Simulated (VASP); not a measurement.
Here is a VASP 6.6.1 calculation.

File POSCAR:

```
SnSe
1.0
    4.4068929309      0.0000000000      0.0000000000
    0.0000000000      4.4068929309      0.0000000000
    0.0000000000      0.0000000000     10.3956171213
Sn Se
2 2
Direct
    0.5000000000      0.0000000000      0.3713940265
    0.0000000000      0.5000000000      0.6286059735
    0.5000000000      0.0000000000      0.6150878825
    0.0000000000      0.5000000000      0.3849121175
```

Contents of INCAR.step1:

```
SYSTEM = SnSe
  PREC = Accurate
  ENCUT = 520
  ISMEAR = 0
  SIGMA = 0.05
  LREAL = .FALSE.
  LASPH = .TRUE.
  NELM = 80
  NBANDS = 28
  GGA = PE
  ALGO = Normal
  EDIFF = 1E-4
  LWAVE = .TRUE.
  LCHARG = .FALSE.
```

File INCAR.step2:

```
SYSTEM = SnSe
  PREC = Accurate
  ENCUT = 520
  EDIFF = 1E-7
  ISMEAR = 0
  SIGMA = 0.05
  LREAL = .FALSE.
  LASPH = .TRUE.
  NELM = 80
  ALGO = Normal
  ISIF = 2
  LWAVE = .FALSE.
  LCHARG = .TRUE.
  METAGGA = R2SCAN
  LMIXTAU = .TRUE.
  LELF = .TRUE.
  LVHAR = .TRUE.
  NBANDS = 28
  ISTART = 1
```

File KPOINTS:

```
regular mesh
0
G
  8 8 4
  0 0 0
```

Potentials or basis: VASP PAW PBE potentials, release 64 (Sn_d, Se).

Command:

```bash
$ cat potpaw_PBE.64/Sn_d/POTCAR potpaw_PBE.64/Se/POTCAR > POTCAR
$ cp INCAR.step1 INCAR
$ mpirun -np 1 vasp_std > vasp.out
$ cp INCAR.step2 INCAR
$ mpirun -np 1 vasp_std > vasp.out
```

**Question.** Predict the pressure.

**Answer.** 0.4 GPa.

**Question.** Estimate the band gap on the k mesh.

**Answer.** 1.46 eV.

**Question.** Estimate the largest force.

**Answer.** 0.988 eV/Å.

Stress tensor (GPa, compression positive):
```
-1.31  0.00  0.00
 0.00 -1.31  0.00
 0.00  0.00  3.80
```

Caveat: the PAW data sets were made with another functional, which shifts forces and pressure a little; spin-orbit coupling is left out, which moves the levels of the heavy elements. A k mesh can miss the band edges.
